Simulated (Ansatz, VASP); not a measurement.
## ZnS in VASP and in Ansatz

```
CELL_PARAMETERS angstrom
3.81100 0.00000 0.00000
-1.90550 3.30042 0.00000
0.00000 0.00000 6.23400
ATOMIC_POSITIONS crystal
Zn 0.33333 0.66667 0.00000
Zn 0.66667 0.33333 0.50000
S 0.26851 0.63426 0.39618
S 0.60185 0.30092 0.89618
```

Change from the starting cell: all S atoms moved +0.225 Å, as atom 3 towards its neighbour atom 2 (Zn) at 2.314 Å.

Alike in both runs: task single point; functional PBE; k mesh 12 × 12 × 6; occupations fermi-dirac, width 0.02 eV; no spin polarisation.

|  | VASP | Ansatz |
| --- | --- | --- |
| version | VASP 6.6.1 | Ansatz 0.2.0 |
| potentials or method | VASP PAW PBE potentials, release 64 (Zn, S), cutoff 520 eV | scalar-relativistic, plane waves, PAW |
| valence electrons in the cell | 36 | 36 |

|  | VASP | Ansatz | Ansatz less VASP |
| --- | --- | --- | --- |
| gap on the k mesh at the Fermi level (eV) | 2.23 | 2.22 | -0.008 |
| least direct gap on the mesh (eV) | 2.23 | 2.22 | -0.008 |
| pressure (GPa) | 5.0 | 4.8 | -0.17 |
| traceless stress, the component that is largest in VASP (GPa) | -4.21 | -4.17 | +0.046 |
| rms of the force components (eV/Å) | 1.203 | 1.196 | -0.0064 |

Atom by atom the forces differ by 0.007 eV/Å (rms over components). The functional is the same, so the differences come from potentials, cutoffs and numerics.
